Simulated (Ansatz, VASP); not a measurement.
**Two plane-wave programs on Cu3O2**

```
Cu O
1.0
    -1.95500    1.95500    3.87555
     1.95500   -1.95500    3.87555
     1.95500    1.95500   -3.87555
Cu O
3 2
Direct
  0.25000 0.75000 0.50000
  0.75000 0.25000 0.50000
  0.00000 0.00000 0.00000
  0.00000 0.50000 0.50000
  0.50000 0.00000 0.50000
```

Alike in both runs: task single point; functional LDA; k mesh 14 × 14 × 14; occupations gaussian, width 0.15 eV; no spin polarisation.

```csv
,VASP,Ansatz
version,VASP 6.6.1,Ansatz 0.2.0
potentials or method,"VASP PAW LDA potentials, release 64 (Cu, O), cutoff 520 eV","scalar-relativistic, plane waves, PAW"
valence electrons in the cell,45,69
```

```csv
,VASP,Ansatz,Ansatz less VASP
gap on the k mesh at the Fermi level (eV),none,none,-
pressure (GPa),-14.2,-15.0,-0.77
"traceless stress, the component that is largest in VASP (GPa)",-16.72,-17.03,-0.317
```

Ansatz warns that its potentials were made for another functional, while VASP's fit it. LDA's correlation is that of Perdew and Zunger in VASP and of Perdew and Wang (1992) in Ansatz. A gap of «none» marks a metal or a gap that the smearing closes. VASP's potentials hold 45 valence electrons a cell and Ansatz's 69, so a difference there can come from the potentials and not from the codes.
